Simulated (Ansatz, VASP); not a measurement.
## One calculation of Ge, two programs

```xyz
2
Lattice="0.0000 2.8107 2.8107 2.8107 0.0000 2.8107 2.8107 2.8107 0.0000" Properties=species:S:1:pos:R:3 pbc="T T T"
Ge    2.7615    2.8107    2.8107
Ge    4.2653    4.2161    4.2161
```

Change from the starting cell: mode 4 frozen in at -0.049 Å and mode 5 at +0.000 Å (largest displacements).

Alike in both runs: task single point; functional LDA; k mesh 14 × 14 × 14; occupations gaussian, width 0.15 eV; no spin polarisation.

|  | VASP | Ansatz |
| --- | --- | --- |
| version | VASP 6.6.1 | Ansatz 0.2.0 |
| potentials or method | VASP PAW LDA potentials, release 64 (Ge_d), cutoff 520 eV | scalar-relativistic, plane waves, PAW |
| valence electrons in the cell | 28 | 28 |

Ansatz gave:

| Item | Value |
| --- | --- |
| gap on the k mesh at the Fermi level (eV) | none |
| pressure (GPa) | 0.4 |
| traceless stress, the component that is largest in VASP (GPa) | -3.13 |
| rms of the force components (eV/Å) | 0.631 |

Problem. Estimate VASP's values.

Solution. gap on the k mesh at the Fermi level (eV): none; pressure (GPa): 0.6; traceless stress, the component that is largest in VASP (GPa): -3.17; rms of the force components (eV/Å): 0.636.

Ansatz warns that its potentials were made for another functional, while VASP's fit it. LDA's correlation is that of Perdew and Zunger in VASP and of Perdew and Wang (1992) in Ansatz. Atom by atom the forces differ by 0.005 eV/Å (rms over components). A gap of «none» marks a metal or a gap that the smearing closes.
